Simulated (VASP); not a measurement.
# KI (Pm-3m) in VASP: single point with PBE

Aim: the single point of KI with PBE.

All numbers are computed with VASP 6.6.1; they aren't measurements. Logs are shortened: lines on timing, memory, paths and dates and some standing lists are left out, and cuts for length are marked.

## 1. The cell of the first run

It takes space group Pm-3m (No. 221, cubic). The conventional cell has a = 4.291 Å, b = 4.291 Å, c = 4.291 Å, α = 90.00°, β = 90.00°, γ = 90.00°. K (site symmetry m-3m) has 8 I at 3.72 Å and 6 K at 4.29 Å within 4.9 Å. Within 4.9 Å of I (site symmetry m-3m) lie 8 K at 3.72 Å and 6 I at 4.29 Å.

## 2. Single point, PBE

Contents of INCAR:

```
PREC = Accurate
ENCUT = 520
EDIFF = 1E-6
ISMEAR = 0
SIGMA = 0.1
LREAL = Auto
LASPH = True
NELM = 60
ALGO = Normal
ISIF = 2
LWAVE = False
LCHARG = True
GGA = PE
LELF = True
LVHAR = True
ISYM = 0
NBANDS = 78
```

Contents of KPOINTS:

```
Automatic mesh
0
Gamma
  1 1 1
```

Contents of POSCAR:

```
KI
1.0
    0.0000000000      0.0000000000     -8.5823933200
    0.0000000000     -8.5823933200      0.0000000000
   -8.5823933200      0.0000000000      0.0000000000
K I
8 8
Direct
    0.5000000000      0.5000000000      0.5000000000
    0.0000000000      0.5000000000      0.5000000000
    0.5000000000      0.0000000000      0.5000000000
    0.0000000000      0.0000000000      0.5000000000
    0.5000000000      0.5000000000      0.0000000000
    0.0000000000      0.5000000000      0.0000000000
    0.5000000000      0.0000000000      0.0000000000
    0.0000000000      0.0000000000      0.0000000000
    0.2500000000      0.2500000000      0.2500000000
    0.7500000000      0.2500000000      0.2500000000
    0.2500000000      0.7500000000      0.2500000000
    0.7500000000      0.7500000000      0.2500000000
    0.2500000000      0.2500000000      0.7500000000
    0.7500000000      0.2500000000      0.7500000000
    0.2500000000      0.7500000000      0.7500000000
    0.7500000000      0.7500000000      0.7500000000
```

Potentials or basis: VASP PAW PBE potentials, release 64 (K_sv, I).

On the command line:

```bash
$ cat potpaw_PBE.64/K_sv/POTCAR potpaw_PBE.64/I/POTCAR > POTCAR
$ mpirun -np 1 vasp_gam > vasp.out
```

OUTCAR:

```text
PREC = Accurate
   ENCUT = 520
   EDIFF = 1E-6
   ISMEAR = 0
   LREAL = Auto
   LASPH = True
   NELM = 60
   ISIF = 2
   GGA = PE
   ISYM = 0

 ion  position               nearest neighbor table
   1  0.500  0.500  0.500-
   2  0.000  0.500  0.500-
   3  0.500  0.000  0.500-
   4  0.000  0.000  0.500-
   5  0.500  0.500  0.000-
   6  0.000  0.500  0.000-
   7  0.500  0.000  0.000-
   8  0.000  0.000  0.000-
   9  0.250  0.250  0.250-
  10  0.750  0.250  0.250-
  11  0.250  0.750  0.250-
  12  0.750  0.750  0.250-
  13  0.250  0.250  0.750-
  14  0.750  0.250  0.750-
  15  0.250  0.750  0.750-
  16  0.750  0.750  0.750-

IMPORTANT INFORMATION: All symmetrisations will be switched off!
NOSYMM: (Re-)initialisation of all symmetry stuff for point group C_1.

----------------------------------------------------------------------------------------

                                     Primitive cell

  volume of cell :     632.1574

  direct lattice vectors                    reciprocal lattice vectors
     0.000000000  0.000000000 -8.582393320     0.000000000  0.000000000 -0.116517615
     0.000000000 -8.582393320  0.000000000     0.000000000 -0.116517615  0.000000000
    -8.582393320  0.000000000  0.000000000    -0.116517615  0.000000000  0.000000000

  length of vectors
     8.582393320  8.582393320  8.582393320     0.116517615  0.116517615  0.116517615

  position of ions in fractional coordinates (direct lattice)
     0.500000000  0.500000000  0.500000000
     0.000000000  0.500000000  0.500000000
     0.500000000  0.000000000  0.500000000
     0.000000000  0.000000000  0.500000000
     0.500000000  0.500000000  0.000000000
     0.000000000  0.500000000  0.000000000
     0.500000000  0.000000000  0.000000000
     0.000000000  0.000000000  0.000000000
     0.250000000  0.250000000  0.250000000
     0.750000000  0.250000000  0.250000000
     0.250000000  0.750000000  0.250000000
     0.750000000  0.750000000  0.250000000
     0.250000000  0.250000000  0.750000000
     0.750000000  0.250000000  0.750000000
     0.250000000  0.750000000  0.750000000
     0.750000000  0.750000000  0.750000000

  ion indices of the primitive-cell ions
   primitive index   ion index
                 1           1
                 2           2
                 3           3
                 4           4
                 5           5
                 6           6
                 7           7
                 8           8
                 9           9
                10          10
                11          11
                12          12
                13          13
                14          14
                15          15
                16          16

----------------------------------------------------------------------------------------

 KPOINTS: Automatic mesh

Automatic generation of k-mesh.
 Grid dimensions read from file:
 generate k-points for:    1    1    1

 Generating k-lattice:

  Cartesian coordinates                     Fractional coordinates (reciprocal lattice)
     0.000000000  0.000000000 -0.116517615     1.000000000  0.000000000  0.000000000
     0.000000000 -0.116517615  0.000000000     0.000000000  1.000000000  0.000000000
    -0.116517615  0.000000000  0.000000000     0.000000000  0.000000000  1.000000000

  Length of vectors
     0.116517615  0.116517615  0.116517615

  Shift w.r.t. Gamma in fractional coordinates (k-lattice)
     0.000000000  0.000000000  0.000000000

 Subroutine IBZKPT returns following result:
 ===========================================

 Found      1 irreducible k-points:

 Following reciprocal coordinates:
            Coordinates               Weight
  0.000000  0.000000  0.000000      1.000000
   k-points           NKPTS =      1   k-points in BZ     NKDIM =      1   number of bands    NBANDS=     78
   number of dos      NEDOS =    301   number of ions     NIONS =     16
   total plane-waves  NPLWV = 262144
   dimension x,y,z NGX =    64 NGY =   64 NGZ =   64
   dimension x,y,z NGXF=   128 NGYF=  128 NGZF=  128
   ions per type =               8   8
   NGX,Y,Z   is equivalent  to a cutoff of  12.40, 12.40, 12.40 a.u.
   NGXF,Y,Z  is equivalent  to a cutoff of  24.79, 24.79, 24.79 a.u.
 SYSTEM =  unknown system
   PREC   = accura    normal or accurate (medium, high low for compatibility)
   ISTART =      0    job   : 0-new  1-cont  2-samecut
   ICHARG =      2    charge: 1-file 2-atom 10-const
   ISPIN  =      1    spin polarized calculation?
   LNONCOLLINEAR =      F non collinear calculations
   LSORBIT =      F    spin-orbit coupling
   LASPH  =      T    aspherical Exc in radial PAW
   ENCUT  =  520.0 eV  38.22 Ry    6.18 a.u.  15.96 15.96 15.96*2*pi/ulx,y,z
   NELM   =     60;   NELMIN=  2; NELMDL= -5     # of ELM steps
   EDIFF  = 0.1E-05   stopping-criterion for ELM
   LREAL  =      T    real-space projection
   EDIFFG = 0.1E-04   stopping-criterion for IOM
   NSW    =      0    number of steps for IOM
   IBRION =     -1    ionic relax: 0-MD 1-quasi-New 2-CG
   NFREE  =      0    steps in history (QN), initial steepest desc. (CG)
   ISIF   =      2    stress and relaxation
   ISYM   =      0    0-nonsym 1-usesym 2-fastsym
   POTIM  = 0.5000    time-step for ionic-motion
   TEBEG  =    0.0;   TEEND  =   0.0 temperature during run
   PSTRESS=    0.0 pullay stress
   NELECT =     128.0000    total number of electrons
   NUPDOWN=      -1.0000    fix difference up-down
   EMIN   =  10.00;   EMAX   =-10.00  energy-range for DOS
   EFERMI =   0.00;   METHOD = LEGACY
   ISMEAR =     0;   SIGMA  =   0.10  broadening in eV -4-tet -1-fermi 0-gaus
   EFERMI_NEDOS =   21; number of points for ismear=-14 and -15
   IALGO  =     38    algorithm
   IMIX   =      4    mixing-type and parameters
     AMIX     =   0.40;   BMIX     =  1.00
     AMIX_MAG =   1.60;   BMIX_MAG =  1.00
  volume/ion in A,a.u.               =      39.51       266.63
  Fermi-wavevector in a.u.,A,eV,Ry     =   0.961324  1.816639 12.573738  0.924144
  Thomas-Fermi vector in A             =   2.090686
   LORBIT       =      0    0 simple, 1 ext, 2 COOP (PROOUT), +10 PAW based schemes
   GGA     = PE    functional components
   LHFCALC =     F    Hartree Fock is set to
   AEXX    =    0.0000 exact exchange contribution
   IVDW    =     0    specifies the selected vdW correction
   LEPSILON=     F    determine dielectric tensor
   LRPA    =     F    only Hartree local field effects (RPA)
 non-spin polarized calculation
 Gauss-broadening in eV      SIGMA  =   0.10
  energy-cutoff  :      520.00
  volume of cell :      632.16
 maximum number of plane-waves:      8536
 NGX is ok and might be reduce to    64
   NGX = 31   NGY = 31   NGZ = 31

 number of electron     128.0000027 magnetization

 Free energy of the ion-electron system (eV)
  ---------------------------------------------------
  ext. energy  EPLUGINS =         0.00000000
  ---------------------------------------------------
  free energy    TOTEN  =       -40.05127643 eV

  energy without entropy =      -40.05127643  energy(sigma->0) =      -40.05127643

 E-fermi :   1.5622     XC(G=0):  -7.6455

 val. band max:        1.0600183892   @ k =   0.0000   0.0000   0.0000
 cond. band min:       4.2900549560   @ k =   0.0000   0.0000   0.0000
 fundamental gap:      3.2300365667
 Fermi energy:         1.5622028226

 k-point     1 :       0.0000    0.0000    0.0000
  band No.  band energies     occupation
      1     -28.5900      2.00000
      2     -28.5854      2.00000
      3     -28.5854      2.00000
      4     -28.5854      2.00000
      5     -28.5810      2.00000
      6     -28.5810      2.00000
      7     -28.5810      2.00000
      8     -28.5768      2.00000
      9     -12.1894      2.00000
     10     -12.1894      2.00000
     11     -12.1894      2.00000
     12     -12.1213      2.00000
     13     -12.1213      2.00000
     14     -12.1213      2.00000
     15     -12.1213      2.00000
     16     -12.1213      2.00000
     17     -12.1213      2.00000
     18     -12.1035      2.00000
     19     -12.1034      2.00000
     20     -12.1034      2.00000
     21     -12.0400      2.00000
     22     -12.0400      2.00000
     23     -12.0400      2.00000
     24     -12.0289      2.00000
     25     -12.0289      2.00000
     26     -12.0289      2.00000
     27     -12.0289      2.00000
     28     -12.0289      2.00000
     29     -12.0289      2.00000
     30     -12.0206      2.00000
     31     -12.0206      2.00000
     32     -12.0206      2.00000
     33     -10.0602      2.00000
     34      -9.7647      2.00000
     35      -9.7647      2.00000
     36      -9.7647      2.00000
     37      -9.7043      2.00000
     38      -9.7043      2.00000
     39      -9.7043      2.00000
     40      -9.5278      2.00000
     41      -1.2712      2.00000
     42      -1.2712      2.00000
     43      -1.2712      2.00000
     44      -0.6793      2.00000
     45      -0.6793      2.00000
     46      -0.6793      2.00000
     47      -0.6793      2.00000
     48      -0.6793      2.00000
     49      -0.6793      2.00000
     50      -0.6236      2.00000
     51      -0.6236      2.00000
     52      -0.6236      2.00000
     53       0.6888      2.00000
     54       0.6888      2.00000
     55       0.6888      2.00000
     56       0.7628      2.00000
     57       0.7628      2.00000
     58       0.7628      2.00000
     59       0.7628      2.00000
     60       0.7628      2.00000
     61       0.7628      2.00000
     62       1.0600      2.00000
     63       1.0600      2.00000
     64       1.0600      2.00000
     65       4.2901      0.00000
     66       4.8381      0.00000
     67       4.8381      0.00000
     68       4.8381      0.00000
     69       5.7028      0.00000
     70       5.7028      0.00000
     71       6.4619      0.00000
     72       6.4619      0.00000
     73       6.4619      0.00000
     74       6.5757      0.00000
     75       6.5757      0.00000
     76       6.5758      0.00000
 [bands above 76 left out]

------------------------ aborting loop because EDIFF is reached ----------------------------------------

  FORCE on cell =-STRESS in cart. coord.  units (eV):
  Direction    XX          YY          ZZ          XY          YZ          ZX
  --------------------------------------------------------------------------------------
  -------------------------------------------------------------------------------------
  Total        9.1774514      9.1773786      9.1774361      0.0000111     -0.0000398     -0.0000027
  in kB       23.2598782     23.2596936     23.2598393      0.0000282     -0.0001009     -0.0000067
  external PRESSURE =      23.2598037 kB  Pullay stress =       0.0000000 kB

 VOLUME and BASIS-vectors are now :
 -----------------------------------------------------------------------------
  energy-cutoff  :      520.00
  volume of cell :      632.16
      direct lattice vectors                 reciprocal lattice vectors
     0.000000000  0.000000000 -8.582393320     0.000000000  0.000000000 -0.116517615
     0.000000000 -8.582393320  0.000000000     0.000000000 -0.116517615  0.000000000
    -8.582393320  0.000000000  0.000000000    -0.116517615  0.000000000  0.000000000

 POSITION                                       TOTAL-FORCE (eV/Angst)
 -----------------------------------------------------------------------------------
     -4.29120     -4.29120     -4.29120         0.000074      0.000032      0.000010
     -4.29120     -4.29120      0.00000         0.000028     -0.000004     -0.000001
     -4.29120      0.00000     -4.29120         0.000006     -0.000037     -0.000024
     -4.29120      0.00000      0.00000         0.000016     -0.000049      0.000016
      0.00000     -4.29120     -4.29120        -0.000036      0.000047     -0.000013
      0.00000     -4.29120      0.00000        -0.000026     -0.000024     -0.000022
      0.00000      0.00000     -4.29120        -0.000024      0.000022      0.000020
      0.00000      0.00000      0.00000         0.000045     -0.000019     -0.000049
     -2.14560     -2.14560     -2.14560        -0.000004      0.000002      0.000002
     -2.14560     -2.14560     -6.43679        -0.000006      0.000011      0.000013
     -2.14560     -6.43679     -2.14560        -0.000014      0.000002      0.000003
     -2.14560     -6.43679     -6.43679        -0.000020      0.000002      0.000009
     -6.43679     -2.14560     -2.14560        -0.000010     -0.000003      0.000007
     -6.43679     -2.14560     -6.43679        -0.000009      0.000003      0.000006
     -6.43679     -6.43679     -2.14560        -0.000010      0.000003      0.000006
     -6.43679     -6.43679     -6.43679        -0.000010      0.000012      0.000017
 -----------------------------------------------------------------------------------
    total drift:                                0.000137     -0.000044     -0.000093

  FREE ENERGIE OF THE ION-ELECTRON SYSTEM (eV)
  ---------------------------------------------------
  free  energy   TOTEN  =       -40.0512764260 eV

  energy  without entropy=      -40.0512764260  energy(sigma->0) =      -40.05127643
```

It took 2.3 min on 1 thread of AMD EPYC 7R13, shared host; peak memory 0.55 GiB.

What came out:

```
Free energy            : -40.0513 eV
Pressure               : 2.3 GPa
Band gap on the k mesh : 3.23 eV
```

Levels at points of the mesh, in eV from the valence-band top:
| k point | band 61 | band 62 | band 63 | band 64 | band 65 | band 66 | band 67 | band 68 |
| --- | --- | --- | --- | --- | --- | --- | --- | --- |
| (0.00, 0.00, 0.00) | -0.30 | 0.00 | 0.00 | 0.00 | 3.23 | 3.78 | 3.78 | 3.78 |

Caveat: the k points lie up to 0.73 Å⁻¹ apart; spin-orbit coupling is left out, which moves the levels of the heavy elements.
